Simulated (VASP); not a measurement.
Ca, 2 atoms in the cell. Symmetry: Fd-3m, No. 227, cubic system. The conventional cell has a = 8.220 Å, b = 8.220 Å, c = 8.220 Å, α = 90.00°, β = 90.00°, γ = 90.00°. Within 4.7 Å of Ca (site symmetry -43m) lie 4 Ca at 3.56 Å. 

| Property | Result |
| --- | --- |
| Program | VASP 6.6.1 |
| Task | single point |
| Functional | PBEsol |
| Potentials or basis | VASP PAW PBE potentials, release 64 (Ca_sv) |
| Cutoff | 520 eV |
| k mesh | 9 × 9 × 9 |
| Occupations | fermi-dirac, width 0.08 eV |
| Spin | no spin polarisation |
| Dipole correction | no |
| Further INCAR settings | ALGO = Normal; EDIFF = 1e-06; NBANDS = 17 |

Potentials or basis: VASP PAW PBE potentials, release 64 (Ca_sv).

Command:

```bash
$ cat potpaw_PBE.64/Ca_sv/POTCAR > POTCAR
$ mpirun -np 1 vasp_std > vasp.out
```

Hardware: 1 thread of Intel(R) Xeon(R) Platinum 8375C CPU @ 2.90GHz (Ice Lake), on a shared host.

Problem. How long does it take, and how much memory?

Solution. Run time: 95 s on 1 thread of Intel(R) Xeon(R) Platinum 8375C CPU @ 2.90GHz (Ice Lake), on a shared host, peak memory 0.33 GiB. Counts: scf iterations 12, k points 35.
